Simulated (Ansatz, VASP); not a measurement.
One calculation of Zn, two programs

Contents of INCAR:

```
SYSTEM = Zn
PREC = Accurate ; ENCUT = 520
EDIFF = 1E-6 ; ISMEAR = 0
SIGMA = 0.15 ; LREAL = .FALSE.
LASPH = .TRUE. ; NELM = 60
ALGO = Fast ; ISIF = 2
LWAVE = .FALSE. ; LCHARG = .FALSE.
GGA = PE ; NBANDS = 19
```

Contents of KPOINTS:

```
regular mesh
0
G
  24 24 10
  0 0 0
```

The input POSCAR:

```
Zn
1.0
    2.4516142089      0.0000000000      0.0000000000
   -1.2258071045      2.1231601852      0.0000000000
    0.0000000000      0.0000000000      4.7488320000
Zn
2
Direct
    0.3333333333      0.6666666667      0.2500000000
    0.6666666667      0.3333333333      0.7500000000
```

Input for Ansatz:

```yaml
crystal:
  lattice:
    - [2.4516142089, 0.0, 0.0]
    - [-1.2258071045, 2.1231601852, 0.0]
    - [0.0, 0.0, 4.748832]
  atoms:
    - { symbol: Zn, position: [0.3333333333, 0.6666666667, 0.25] }
    - { symbol: Zn, position: [0.6666666667, 0.3333333333, 0.75] }
basis:
  ecutwfc: 420
kpoints:
  mp_grid: { grid: [24, 24, 10] }
hamiltonian:
  xc: pbe
scf:
  occupations: { method: gaussian, width: 0.15 }
output:
  forces: true
  stress: true
  eigenvalues: true
```

Change from the starting cell: strain -0.080 along x and y, -0.040 along z, atoms carried along.

Alike in both runs: task single point; functional PBE; k mesh 24 × 24 × 10; occupations gaussian, width 0.15 eV; no spin polarisation.

|  | VASP | Ansatz |
| --- | --- | --- |
| version | VASP 6.6.1 | Ansatz 0.2.0 |
| potentials or method | VASP PAW PBE potentials, release 64 (Zn), cutoff 520 eV | scalar-relativistic, plane waves, PAW |
| valence electrons in the cell | 24 | 24 |

|  | VASP | Ansatz | Ansatz less VASP |
| --- | --- | --- | --- |
| gap on the k mesh at the Fermi level (eV) | none | none | - |
| pressure (GPa) | 28.6 | 27.9 | -0.69 |
| traceless stress, the component that is largest in VASP (GPa) | -10.74 | -10.43 | +0.310 |

A gap of «none» marks a metal or a gap that the smearing closes.
